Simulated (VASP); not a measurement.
# AlN (Cm) in VASP: a series of runs

Runs on AlN. Level: PBE. Tasks: single point.

Everything below comes from runs of VASP 6.6.1. Logs are shortened: lines on timing, memory, paths and dates and some standing lists are left out, and cuts for length are marked.

## Step 1: The cell of the first run

The structure is monoclinic, space group Cm (No. 8). The conventional cell has a = 5.350 Å, b = 3.089 Å, c = 3.089 Å, α = 90.00°, β = 125.26°, γ = 90.00°. Al (site symmetry m) has 4 N at 1.66 to 2.14 Å within 2.2 Å. N (site symmetry m) has 4 Al at 1.66 to 2.14 Å within 2.2 Å.

## Step 2: Single point, PBE

File INCAR:

```
SYSTEM = AlN
PREC     = Accurate       ! precision mode
ENCUT    = 520            ! plane-wave cutoff, eV
EDIFF    = 1E-6           ! SCF threshold, eV
ISMEAR   = 0              ! smearing method
SIGMA    = 0.05           ! smearing width, eV
LREAL    = .FALSE.        ! projectors in reciprocal space
LASPH    = .TRUE.         ! aspherical terms in the spheres
NELM     = 60             ! most SCF steps
ALGO     = Normal         ! electronic algorithm
ISIF     = 2              ! what is computed and relaxed
LWAVE    = .FALSE.        ! write WAVECAR
LCHARG   = .FALSE.        ! write CHGCAR
GGA      = PE             ! functional
NBANDS   = 11             ! bands
```

File KPOINTS:

```
Automatic mesh
0
G
  10 10 10
  0 0 0
```

File POSCAR:

```
AlN
1.0
    0.0000000000      2.1839935596      2.1839935596
    2.1839935596      0.0000000000      2.1839935596
    2.1839935596      2.1839935596      0.0000000000
Al N
1 1
Direct
    0.0971303388      0.0000000000      0.0000000000
    0.7500000000      0.7500000000      0.7500000000
```

Potentials or basis: VASP PAW PBE potentials, release 64 (Al, N).

Launch:

```bash
cat potpaw_PBE.64/Al/POTCAR potpaw_PBE.64/N/POTCAR > POTCAR
mpirun -np 1 vasp_std > vasp.out
```

OUTCAR:

```text
SYSTEM = AlN
   PREC = Accurate
   ENCUT = 520
   EDIFF = 1E-6
   ISMEAR = 0
   LREAL = .FALSE.
   LASPH = .TRUE.
   NELM = 60
   ISIF = 2
   GGA = PE

 ion  position               nearest neighbor table
   1  0.097  0.000  0.000-   2 1.66   2 1.92   2 1.92   2 2.14
   2  0.750  0.750  0.750-   1 1.66   1 1.92   1 1.92   1 2.14

  LATTYP: Found a face centered cubic cell.
 ALAT       =     4.3679871192

  Lattice vectors:

 A1 = (   0.0000000000,   2.1839935596,   2.1839935596)
 A2 = (   2.1839935596,   0.0000000000,   2.1839935596)
 A3 = (   2.1839935596,   2.1839935596,   0.0000000000)

Analysis of symmetry for initial positions (statically):
=====================================================================
 Subroutine PRICEL returns:
 Original cell was already a primitive cell.

 Routine SETGRP: Setting up the symmetry group for a
 face centered cubic supercell.

 Subroutine GETGRP returns: Found  2 space group operations
 (whereof  2 operations were pure point group operations)
 out of a pool of 48 trial point group operations.

The static configuration has the point symmetry C_1h.

Analysis of symmetry for dynamics (positions and initial velocities):
=====================================================================
 Subroutine PRICEL returns:
 Original cell was already a primitive cell.

 Routine SETGRP: Setting up the symmetry group for a
 face centered cubic supercell.

 Subroutine GETGRP returns: Found  2 space group operations
 (whereof  2 operations were pure point group operations)
 out of a pool of 48 trial point group operations.

The dynamic configuration has the point symmetry C_1h.

 Subroutine INISYM returns: Found  2 space group operations
 (whereof  2 operations are pure point group operations),
 and found     1 'primitive' translations

----------------------------------------------------------------------------------------

                                     Primitive cell

  volume of cell :      20.8345

  direct lattice vectors                    reciprocal lattice vectors
     0.000000000  2.183993560  2.183993560    -0.228938404  0.228938404  0.228938404
     2.183993560  0.000000000  2.183993560     0.228938404 -0.228938404  0.228938404
     2.183993560  2.183993560  0.000000000     0.228938404  0.228938404 -0.228938404

  length of vectors
     3.088633312  3.088633312  3.088633312     0.396532948  0.396532948  0.396532948

  position of ions in fractional coordinates (direct lattice)
     0.097130339  0.000000000  0.000000000
     0.750000000  0.750000000  0.750000000

  ion indices of the primitive-cell ions
   primitive index   ion index
                 1           1
                 2           2

----------------------------------------------------------------------------------------

 KPOINTS: Automatic mesh

Automatic generation of k-mesh.
 Grid dimensions read from file:
 generate k-points for:   10   10   10

 Generating k-lattice:

  Cartesian coordinates                     Fractional coordinates (reciprocal lattice)
    -0.022893840  0.022893840  0.022893840     0.100000000  0.000000000  0.000000000
     0.022893840 -0.022893840  0.022893840     0.000000000  0.100000000  0.000000000
     0.022893840  0.022893840 -0.022893840     0.000000000  0.000000000  0.100000000

  Length of vectors
     0.039653295  0.039653295  0.039653295

  Shift w.r.t. Gamma in fractional coordinates (k-lattice)
     0.000000000  0.000000000  0.000000000

 Subroutine IBZKPT returns following result:
 ===========================================

 Found    282 irreducible k-points:

 Following reciprocal coordinates:
            Coordinates               Weight
  0.000000  0.000000  0.000000      1.000000
  0.100000  0.000000  0.000000      2.000000
  0.000000  0.100000  0.000000      4.000000
  0.100000  0.100000  0.100000      2.000000
  0.200000  0.000000  0.000000      2.000000
  0.000000  0.200000  0.000000      4.000000
[... 16 lines left out ...]
  0.200000  0.100000  0.200000      4.000000
  0.100000 -0.100000 -0.100000      2.000000
 [... further k-points ...]
   k-points           NKPTS =    282   k-points in BZ     NKDIM =    282   number of bands    NBANDS=     11
   number of dos      NEDOS =    301   number of ions     NIONS =      2
   total plane-waves  NPLWV =  13824
   dimension x,y,z NGX =    24 NGY =   24 NGZ =   24
   dimension x,y,z NGXF=    48 NGYF=   48 NGZF=   48
   ions per type =               1   1
   NGX,Y,Z   is equivalent  to a cutoff of  12.92, 12.92, 12.92 a.u.
   NGXF,Y,Z  is equivalent  to a cutoff of  25.84, 25.84, 25.84 a.u.
 SYSTEM =  AlN
   PREC   = accura    normal or accurate (medium, high low for compatibility)
   ISTART =      0    job   : 0-new  1-cont  2-samecut
   ICHARG =      2    charge: 1-file 2-atom 10-const
   ISPIN  =      1    spin polarized calculation?
   LNONCOLLINEAR =      F non collinear calculations
   LSORBIT =      F    spin-orbit coupling
   LASPH  =      T    aspherical Exc in radial PAW
   ENCUT  =  520.0 eV  38.22 Ry    6.18 a.u.   5.74  5.74  5.74*2*pi/ulx,y,z
   NELM   =     60;   NELMIN=  2; NELMDL= -5     # of ELM steps
   EDIFF  = 0.1E-05   stopping-criterion for ELM
   LREAL  =      F    real-space projection
   EDIFFG = 0.1E-04   stopping-criterion for IOM
   NSW    =      0    number of steps for IOM
   IBRION =     -1    ionic relax: 0-MD 1-quasi-New 2-CG
   NFREE  =      0    steps in history (QN), initial steepest desc. (CG)
   ISIF   =      2    stress and relaxation
   ISYM   =      2    0-nonsym 1-usesym 2-fastsym
   POTIM  = 0.5000    time-step for ionic-motion
   TEBEG  =    0.0;   TEEND  =   0.0 temperature during run
   PSTRESS=    0.0 pullay stress
   NELECT =       8.0000    total number of electrons
   NUPDOWN=      -1.0000    fix difference up-down
   EMIN   =  10.00;   EMAX   =-10.00  energy-range for DOS
   EFERMI =   0.00;   METHOD = LEGACY
   ISMEAR =     0;   SIGMA  =   0.05  broadening in eV -4-tet -1-fermi 0-gaus
   EFERMI_NEDOS =   21; number of points for ismear=-14 and -15
   IALGO  =     38    algorithm
   IMIX   =      4    mixing-type and parameters
     AMIX     =   0.40;   BMIX     =  1.00
     AMIX_MAG =   1.60;   BMIX_MAG =  1.00
  volume/ion in A,a.u.               =      10.42        70.30
  Fermi-wavevector in a.u.,A,eV,Ry     =   1.189899  2.248583 19.263943  1.415860
  Thomas-Fermi vector in A             =   2.325996
   LORBIT       =      0    0 simple, 1 ext, 2 COOP (PROOUT), +10 PAW based schemes
   GGA     = PE    functional components
   LHFCALC =     F    Hartree Fock is set to
   AEXX    =    0.0000 exact exchange contribution
   IVDW    =     0    specifies the selected vdW correction
   LEPSILON=     F    determine dielectric tensor
   LRPA    =     F    only Hartree local field effects (RPA)
 non-spin polarized calculation
 Gauss-broadening in eV      SIGMA  =   0.05
  energy-cutoff  :      520.00
  volume of cell :       20.83
 maximum number of plane-waves:       571
   NGX = 11   NGY = 11   NGZ = 11

 number of electron       8.0000000 magnetization

 Free energy of the ion-electron system (eV)
  ---------------------------------------------------
  ext. energy  EPLUGINS =         0.00000000
  ---------------------------------------------------
  free energy    TOTEN  =       -14.12791279 eV

  energy without entropy =      -14.12791279  energy(sigma->0) =      -14.12791279

 E-fermi :   6.8574     XC(G=0): -10.9240

 val. band max:        6.6288790076   @ k =   0.0000   0.0000   0.0000
 cond. band min:       9.2050967171   @ k =   0.0000   0.5000   0.5000
 fundamental gap:      2.5762177095
 Fermi energy:         6.8573830396

 k-point     1 :       0.0000    0.0000    0.0000
  band No.  band energies     occupation
      1      -9.0410      2.00000
      2       5.1822      2.00000
      3       5.9394      2.00000
      4       6.6289      2.00000
      5       9.9646      0.00000
      6      18.4666      0.00000
      7      18.5245      0.00000
      8      18.7340      0.00000
      9      23.2900      0.00000
     10      23.3855      0.00000
     11      24.2555      0.00000

 k-point     2 :       0.1000    0.0000    0.0000
  band No.  band energies     occupation
      1      -8.8931      2.00000
      2       4.5242      2.00000
      3       5.8941      2.00000
      4       6.5466      2.00000
      5      10.5067      0.00000
      6      17.9916      0.00000
      7      18.7243      0.00000
      8      18.9785      0.00000
      9      21.9511      0.00000
     10      22.1168      0.00000
     11      24.7977      0.00000

 k-point     3 :       0.0000    0.1000    0.0000
  band No.  band energies     occupation
      1      -8.8956      2.00000
      2       4.8284      2.00000
      3       5.5171      2.00000
      4       6.5135      2.00000
      5      10.6148      0.00000
      6      17.6813      0.00000
      7      18.6138      0.00000
      8      19.2616      0.00000
      9      22.2757      0.00000
     10      22.4821      0.00000
     11      24.1845      0.00000

 k-point     4 :       0.1000    0.1000    0.1000
  band No.  band energies     occupation
      1      -8.8984      2.00000
      2       5.0632      2.00000
      3       5.7654      2.00000
      4       5.8888      2.00000
      5      10.7569      0.00000
      6      17.9673      0.00000
      7      18.4560      0.00000
      8      18.9451      0.00000
      9      22.6337      0.00000
     10      22.6430      0.00000
     11      23.7145      0.00000

 k-point     5 :       0.2000    0.0000    0.0000
  band No.  band energies     occupation
      1      -8.4721      2.00000
      2       3.1033      2.00000
      3       5.7815      2.00000
      4       6.3812      2.00000
      5      11.5133      0.00000
      6      17.0530      0.00000
      7      18.7924      0.00000
      8      19.0307      0.00000
      9      21.1963      0.00000
     10      21.5564      0.00000
     11      23.7099      0.00000
[... 211 lines left out ...]
 k-point    21 :       0.1000    0.0000    0.2000
  band No.  band energies     occupation
      1      -8.5258      2.00000
      2       3.9645      2.00000
      3       5.0163      2.00000
      4       6.0546      2.00000
      5      11.7801      0.00000
      6      16.7260      0.00000
      7      18.4486      0.00000
      8      19.0652      0.00000
      9      20.5871      0.00000
     10      23.7687      0.00000
     11      25.0434      0.00000

 k-point    22 :       0.1000    0.1000   -0.1000
  band No.  band energies     occupation
      1      -8.5211      2.00000
      2       3.7499      2.00000
      3       5.1120      2.00000
      4       6.3008      2.00000
      5      11.6367      0.00000
      6      16.8949      0.00000
      7      18.1760      0.00000
      8      19.4334      0.00000
      9      20.4052      0.00000
     10      23.4586      0.00000
     11      24.7072      0.00000

 k-point    23 :       0.2000    0.1000    0.2000
  band No.  band energies     occupation
      1      -8.5295      2.00000
      2       4.1093      2.00000
      3       5.1114      2.00000
      4       5.7223      2.00000
      5      11.8575      0.00000
      6      17.1530      0.00000
      7      18.0725      0.00000
      8      19.0689      0.00000
      9      20.4325      0.00000
     10      23.9335      0.00000
     11      24.4884      0.00000

 k-point    24 :       0.1000   -0.1000   -0.1000
  band No.  band energies     occupation
      1      -8.5158      2.00000
      2       3.4822      2.00000
      3       5.5534      2.00000
      4       6.2940      2.00000
      5      11.4702      0.00000
      6      16.8259      0.00000
      7      18.6333      0.00000
      8      19.1901      0.00000
      9      20.1577      0.00000
     10      22.9642      0.00000
     11      25.3443      0.00000

 [... further k-points ...]

------------------------ aborting loop because EDIFF is reached ----------------------------------------

  FORCE on cell =-STRESS in cart. coord.  units (eV):
  Direction    XX          YY          ZZ          XY          YZ          ZX
  --------------------------------------------------------------------------------------
  -------------------------------------------------------------------------------------
  Total        3.1366684      1.6468501      1.6468501     -2.5078999      1.6511505     -2.5078999
  in kB      241.2099013    126.6428270    126.6428270   -192.8575855    126.9735290   -192.8575832
  external PRESSURE =     164.8318517 kB  Pullay stress =       0.0000000 kB

 VOLUME and BASIS-vectors are now :
 -----------------------------------------------------------------------------
  energy-cutoff  :      520.00
  volume of cell :       20.83
      direct lattice vectors                 reciprocal lattice vectors
     0.000000000  2.183993560  2.183993560    -0.228938404  0.228938404  0.228938404
     2.183993560  0.000000000  2.183993560     0.228938404 -0.228938404  0.228938404
     2.183993560  2.183993560  0.000000000     0.228938404  0.228938404 -0.228938404

 POSITION                                       TOTAL-FORCE (eV/Angst)
 -----------------------------------------------------------------------------------
      0.00000      0.21213      0.21213         2.977357     -3.598255     -3.598255
      3.27599      3.27599      3.27599        -2.977357      3.598255      3.598255
 -----------------------------------------------------------------------------------
    total drift:                               -0.000405      0.000623      0.000623

  FREE ENERGIE OF THE ION-ELECTRON SYSTEM (eV)
  ---------------------------------------------------
  free  energy   TOTEN  =       -14.1279127917 eV

  energy  without entropy=      -14.1279127917  energy(sigma->0) =      -14.12791279
```

Wall time 40 s (1 thread of Intel Xeon Platinum 8259CL at 2.50GHz (Skylake/Cascade Lake), shared host); peak memory 0.18 GiB.

Results:

| Property | Result |
| --- | --- |
| Free energy | -14.1279 eV |
| Pressure | 16.5 GPa |
| Largest force | 5.896 eV/Å |
| Band gap on the k mesh | 2.58 eV, indirect (least direct gap 3.34 eV) |

Forces in eV/Å, atoms in the order of the input:
```
Al   2.977 -3.598 -3.598
N   -2.977  3.598  3.598
```

Caveat: the cell differs from its parent crystal (all Al atoms moved -0.300 Å, as atom 1 towards its neighbour atom 1 (Al) at 3.089 Å); forces of over 1 eV/Å act on the atoms, so gaps and moduli don't describe the material at rest. A k mesh can miss the band edges.

[end of part 1 of 2]
